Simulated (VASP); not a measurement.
A run of VASP 6.6.1:

INCAR

```
PREC = Accurate
ENCUT = 520
EDIFF = 1E-6
ISMEAR = -1
SIGMA = 0.05
LREAL = F
LASPH = T
NELM = 60
ALGO = Normal
ISIF = 2
LWAVE = F
LCHARG = F
GGA = PE
NBANDS = 11
```

File KPOINTS:

```
Automatic mesh
0
Gamma
  18 18 18
```

Contents of POSCAR:

```
Pd
1.0
    0.0000000000      1.9513615093      1.9513615093
    1.9513615093      0.0000000000      1.9513615093
    1.9513615093      1.9513615093      0.0000000000
Pd
1
Direct
    0.0000000000      0.0000000000      0.0000000000
```

Potentials or basis: VASP PAW PBE potentials, release 64 (Pd).

Command:

```bash
$ cat potpaw_PBE.64/Pd/POTCAR > POTCAR
$ mpirun -np 1 vasp_std > vasp.out
```

Hardware: 1 thread of Intel Xeon 8259CL, on a shared host.

Question: Estimate the wall time of this run.

Answer: Wall time 41 s on 1 thread of Intel Xeon 8259CL, with other jobs on the host, peak memory 0.16 GiB. Counts: scf iterations 11, k points 195.
